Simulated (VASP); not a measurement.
Wanted: the native input for a VASP 6.6.1 run.

```
Task                   : single point
Functional             : PBE
Dispersion             : TS
Potentials or basis    : VASP PAW PBE potentials, release 64 (Mo_sv, S)
Cutoff                 : 520 eV
k mesh                 : 7 × 7 × 7
Occupations            : gaussian, width 0.02 eV
Spin                   : no spin polarisation
Further INCAR settings : ALGO = Normal; EDIFF = 1e-07
```

The structure of MoS2 lies in POSCAR:

```
MoS2
1.0
    1.5800000000      0.9122134253      6.1500000000
   -1.5800000000      0.9122134253      6.1500000000
    0.0000000000     -1.8244268506      6.1500000000
Mo S
1 2
Direct
    0.0000000000      0.0000000000      0.0000000000
    0.4170000000      0.4170000000      0.4170000000
    0.2500000000      0.2500000000      0.2500000000
```

One way to write it, as run:

INCAR

```
SYSTEM = MoS2
  PREC = Accurate
  ENCUT = 520
  EDIFF = 1E-7
  ISMEAR = 0
  SIGMA = 0.02
  LREAL = .FALSE.
  LASPH = .TRUE.
  ALGO = Normal
  NELM = 100
  ISIF = 2
  LWAVE = .FALSE.
  LCHARG = .FALSE.
  IVDW = 2
```

KPOINTS

```
k-points
0
Gamma
  7 7 7
```

Potentials or basis: VASP PAW PBE potentials, release 64 (Mo_sv, S).

Run with:

```console
$ cat potpaw_PBE.64/Mo_sv/POTCAR potpaw_PBE.64/S/POTCAR > POTCAR
$ mpirun -np 1 vasp_std > vasp.out
```

It gave:

```yaml
Pressure: 1.9 GPa
Largest_force: 0.497 eV/Å
Band_gap_on_the_k_mesh: 1.08 eV (least direct gap 2.14 eV)
Hirshfeld_charges: Mo +0.23; S -0.11, -0.12 e
Dispersion_energy_per_atom: -0.324 eV
```

Wall time 110 s on 1 thread of Intel(R) Xeon(R) Platinum 8488C (Sapphire Rapids), on a shared host, peak memory 0.32 GiB.
